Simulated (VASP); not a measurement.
# KPt (P-6m2) in VASP: a series of runs

KPt is run at these levels: LDA; tasks: single point.

Everything below comes from runs of VASP 6.6.1. Logs are shortened: lines on timing, memory, paths and dates and some standing lists are left out, and cuts for length are marked.

### Step 1. The cell of the first run

Symmetry: P-6m2, No. 187, hexagonal system. Conventional cell: a = 3.001 Å, b = 3.001 Å, c = 5.346 Å, α = 90.00°, β = 90.00°, γ = 120.00°. Within 4.0 Å of K (site symmetry -6m2) lie 6 K at 3.00 Å and 6 Pt at 3.19 Å. Within 4.0 Å of Pt (site symmetry -6m2) lie 6 Pt at 3.00 Å and 6 K at 3.19 Å.

### Step 2. Single point, LDA, collinear spin

The input, INCAR:

```
SYSTEM = KPt
PREC = Accurate
ENCUT = 520
EDIFF = 1E-6
ISMEAR = -1
SIGMA = 0.08
LREAL = .False.
LASPH = .True.
NELM = 150
ALGO = Normal
ISIF = 2
LWAVE = .False.
LCHARG = .True.
ISPIN = 2
MAGMOM = 0 0.15
LORBIT = 11
NUPDOWN = 0.15
LMAXMIX = 4
LELF = .True.
LVHAR = .True.
NBANDS = 20
```

The input, KPOINTS:

```
regular mesh
0
Gamma
  11 11 6
  0 0 0
```

The input, POSCAR:

```
KPt
1.0
    3.0008472788      0.0000000000      0.0000000000
   -1.5004236394      2.5988099763      0.0000000000
    0.0000000000      0.0000000000      5.3455780000
K Pt
1 1
Direct
    0.0000000000      0.0000000000      0.5000000000
    0.6666666667      0.3333333333      0.0000000000
```

Potentials or basis: VASP PAW LDA potentials, release 64 (K_sv, Pt).

Started as:

```bash
$ cat potpaw_LDA.64/K_sv/POTCAR potpaw_LDA.64/Pt/POTCAR > POTCAR
$ mpirun -np 1 vasp_std > vasp.out
```

OUTCAR:

```text
SYSTEM = KPt
   PREC = Accurate
   ENCUT = 520
   EDIFF = 1E-6
   ISMEAR = -1
   LREAL = .False.
   LASPH = .True.
   NELM = 150
   ISIF = 2
   ISPIN = 2
   LORBIT = 11
   NUPDOWN = 0.15

 ion  position               nearest neighbor table
   1  0.000  0.000  0.500-   2 3.19   2 3.19   2 3.19   2 3.19   2 3.19   2 3.19
   2  0.667  0.333  0.000-   1 3.19   1 3.19   1 3.19   1 3.19   1 3.19   1 3.19

  LATTYP: Found a hexagonal cell.
 ALAT       =     3.0008472788
 C/A-ratio  =     1.7813562315

  Lattice vectors:

 A1 = (   3.0008472788,   0.0000000000,   0.0000000000)
 A2 = (  -1.5004236394,   2.5988099763,   0.0000000000)
 A3 = (   0.0000000000,   0.0000000000,   5.3455780000)

Analysis of symmetry for initial positions (statically):
=====================================================================
 Subroutine PRICEL returns:
 Original cell was already a primitive cell.

 Routine SETGRP: Setting up the symmetry group for a
 hexagonal supercell.

 Subroutine GETGRP returns: Found 12 space group operations
 (whereof 12 operations were pure point group operations)
 out of a pool of 24 trial point group operations.

The static configuration has the point symmetry D_3h.

Analysis of symmetry for dynamics (positions and initial velocities):
=====================================================================
 Subroutine PRICEL returns:
 Original cell was already a primitive cell.

 Routine SETGRP: Setting up the symmetry group for a
 hexagonal supercell.

 Subroutine GETGRP returns: Found 12 space group operations
 (whereof 12 operations were pure point group operations)
 out of a pool of 24 trial point group operations.

The dynamic configuration has the point symmetry D_3h.

Analysis of structural, dynamic, and magnetic symmetry:
=====================================================================
 Subroutine PRICEL returns:
 Original cell was already a primitive cell.

 Routine SETGRP: Setting up the symmetry group for a
 hexagonal supercell.

 Subroutine GETGRP returns: Found 12 space group operations
 (whereof 12 operations were pure point group operations)
 out of a pool of 24 trial point group operations.

The overall configuration has the point symmetry D_3h.

 Subroutine INISYM returns: Found 12 space group operations
 (whereof 12 operations are pure point group operations),
 and found     1 'primitive' translations

----------------------------------------------------------------------------------------

[... 114 lines left out ...]
  Fermi-wavevector in a.u.,A,eV,Ry     =   1.259858  2.380787 21.595748  1.587243
  Thomas-Fermi vector in A             =   2.393397
   LORBIT       =     11    0 simple, 1 ext, 2 COOP (PROOUT), +10 PAW based schemes
   GGA     = CA    functional components
   LHFCALC =     F    Hartree Fock is set to
   AEXX    =    0.0000 exact exchange contribution
   IVDW    =     0    specifies the selected vdW correction
   LEPSILON=     F    determine dielectric tensor
   LRPA    =     F    only Hartree local field effects (RPA)
 spin polarized calculation
  energy-cutoff  :      520.00
  volume of cell :       41.69
 maximum number of plane-waves:      1147
 NGX is ok and might be reduce to    24
   NGX = 11   NGY = 11   NGZ = 19

 number of electron      19.0000002 magnetization       0.1500000

 Free energy of the ion-electron system (eV)
  ---------------------------------------------------
  ext. energy  EPLUGINS =         0.00000000
  ---------------------------------------------------
  free energy    TOTEN  =        -8.18695197 eV

  energy without entropy =       -8.17283185  energy(sigma->0) =       -8.17989191

 E-fermi :   4.9109     XC(G=0): -10.9948

 val. band max:        5.3139195219   @ k =   0.0909   0.0909   0.5000
 cond. band min:       5.0893695624   @ k =   0.0909  -0.0000   0.3333
 fundamental gap:     -0.2245499595
 Fermi energy:         5.4505099468

 spin component 1

 k-point     1 :       0.0000    0.0000    0.0000
  band No.  band energies     occupation
      1     -26.6680      1.00000
      2     -10.1829      1.00000
      3      -9.2095      1.00000
      4      -9.2095      1.00000
      5      -1.2715      1.00000
      6       1.8357      1.00000
[... 541 lines left out ...]
     19      19.6887      0.00000
     20      20.8120      0.00000

 [... further k-points ...]

 spin component 2

 k-point     1 :       0.0000    0.0000    0.0000
  band No.  band energies     occupation
      1     -26.6614      1.00000
      2     -10.1748      1.00000
      3      -9.2036      1.00000
      4      -9.2036      1.00000
      5      -1.2247      1.00000
      6       1.8765      1.00000
[... 541 lines left out ...]
     19      19.7277      0.00000
     20      20.8435      0.00000

 [... further k-points ...]

------------------------ aborting loop because EDIFF is reached ----------------------------------------

  FORCE on cell =-STRESS in cart. coord.  units (eV):
  Direction    XX          YY          ZZ          XY          YZ          ZX
  --------------------------------------------------------------------------------------
  -------------------------------------------------------------------------------------
  Total       -1.8971199     -1.8971199     -1.4123349      0.0000000      0.0000000      0.0000000
  in kB      -72.9108704    -72.9108704    -54.2794170      0.0000000      0.0000000      0.0000000
  external PRESSURE =     -66.7003859 kB  Pullay stress =       0.0000000 kB

 VOLUME and BASIS-vectors are now :
 -----------------------------------------------------------------------------
  energy-cutoff  :      520.00
  volume of cell :       41.69
      direct lattice vectors                 reciprocal lattice vectors
     3.000847279  0.000000000  0.000000000     0.333239218  0.192395752  0.000000000
    -1.500423639  2.598809976  0.000000000     0.000000000  0.384791504  0.000000000
     0.000000000  0.000000000  5.345578000     0.000000000  0.000000000  0.187070509

 POSITION                                       TOTAL-FORCE (eV/Angst)
 -----------------------------------------------------------------------------------
      0.00000      0.00000      2.67279        -0.000000      0.000000      0.000000
      1.50042      0.86627      0.00000         0.000000     -0.000000      0.000000
 -----------------------------------------------------------------------------------
    total drift:                               -0.000000      0.000000      0.000000

  FREE ENERGIE OF THE ION-ELECTRON SYSTEM (eV)
  ---------------------------------------------------
  free  energy   TOTEN  =        -8.1869519697 eV

  energy  without entropy=       -8.1728318452  energy(sigma->0) =       -8.17989191

 total charge

# of ion       s       p       d       tot
------------------------------------------
    1        1.985   5.559   0.088   7.631
    2        0.656   0.284   8.081   9.021
--------------------------------------------------
tot          2.641   5.843   8.168  16.652

 magnetization (x)

# of ion       s       p       d       tot
------------------------------------------
    1        0.003   0.001   0.002   0.006
    2        0.003   0.011   0.103   0.117
--------------------------------------------------
tot          0.006   0.012   0.105   0.124
```

Run time: 62 s. Hardware: 1 thread of Intel Xeon Platinum 8259CL at 2.50GHz (Skylake/Cascade Lake), shared host; peak memory 0.21 GiB.

Results:

- Free energy: -8.1870 eV
- Pressure: -6.7 GPa
- Net moment: 0.15 μB per cell
- Site moments: K +0.01; Pt +0.12 μB
- Valence electrons inside the program's atomic spheres: K 7.63; Pt 9.02

Caveat: the cell stands under tension; spin-orbit coupling is left out, which moves the levels of the heavy elements; the total moment is fixed, so each spin has its own Fermi level.

### Step 3. Single point, LDA, collinear spin

The input, INCAR:

```
SYSTEM = KPt
ALGO = Normal
EDIFF = 1E-6
ENCUT = 520
GGA = CA
ISIF = 2
ISMEAR = -1
ISPIN = 2
LASPH = .TRUE.
LCHARG = .FALSE.
LMAXMIX = 4
LORBIT = 11
LREAL = .FALSE.
LWAVE = .FALSE.
MAGMOM = 0 0.5
NBANDS = 20
NELM = 150
NUPDOWN = 0.5
PREC = Accurate
SIGMA = 0.08
```

The input, KPOINTS:

```
k-points
0
G
  11 11 6
  0 0 0
```

POSCAR is that of step 2.

Potentials or basis: VASP PAW LDA potentials, release 64 (K_sv, Pt).

Started as:

```bash
$ cat potpaw_LDA.64/K_sv/POTCAR potpaw_LDA.64/Pt/POTCAR > POTCAR
$ mpirun -np 1 vasp_std > vasp.out
```

It took 72 s on 1 thread of Intel Xeon Platinum 8259CL at 2.50GHz (Skylake/Cascade Lake), shared host; peak memory 0.21 GiB.

It converged, with:

```yaml
Free_energy: -8.0357 eV
Pressure: -6.0 GPa
Net_moment: 0.50 μB per cell
Site_moments: K +0.01; Pt +0.41 μB
Valence_electrons_inside_the_program's_atomic_spheres: K 7.63; Pt 9.01
```

Stress tensor (GPa, compression positive):
```
-6.66  0.00  0.00
 0.00 -6.66  0.00
 0.00  0.00 -4.57
```

Caveat: the cell stands under tension; spin-orbit coupling is left out, which moves the levels of the heavy elements; the total moment is fixed, so each spin has its own Fermi level.

### Step 4. Single point, LDA, collinear spin

The input, INCAR:

```
  PREC = Accurate
  ENCUT = 520
  EDIFF = 1E-6
  ISMEAR = -1
  SIGMA = 0.08
  LREAL = F
  LASPH = T
  NELM = 150
  ALGO = Normal
  ISIF = 2
  LWAVE = F
  LCHARG = T
  ISPIN = 2
  MAGMOM = 0 0.5
  LORBIT = 11
  NUPDOWN = 0.5
  LMAXMIX = 4
  GGA = CA
  LELF = T
  LVHAR = T
  NBANDS = 20
```

The input, KPOINTS:

```
regular mesh
0
Gamma
  11 11 6
```

POSCAR is that of step 3.

Started as:

```bash
$ cat potpaw_LDA.64/K_sv/POTCAR potpaw_LDA.64/Pt/POTCAR > POTCAR
$ mpirun -np 1 vasp_std > vasp.out
```

Wall time 65 s (1 thread of Intel Xeon Platinum 8259CL at 2.50GHz (Skylake/Cascade Lake), shared host); peak memory 0.21 GiB.

The run converged. Its results:

```
Free energy                                           : -8.0357 eV
Pressure                                              : -6.0 GPa
Net moment                                            : 0.50 μB per cell
Site moments                                          : K +0.01; Pt +0.41 μB
Valence electrons inside the program's atomic spheres : K 7.63; Pt 9.01
```

Stress tensor (GPa, compression positive):
```
-6.66  0.00  0.00
 0.00 -6.66  0.00
 0.00  0.00 -4.57
```

Caveat: the cell stands under tension; spin-orbit coupling is left out, which moves the levels of the heavy elements; the total moment is fixed, so each spin has its own Fermi level.
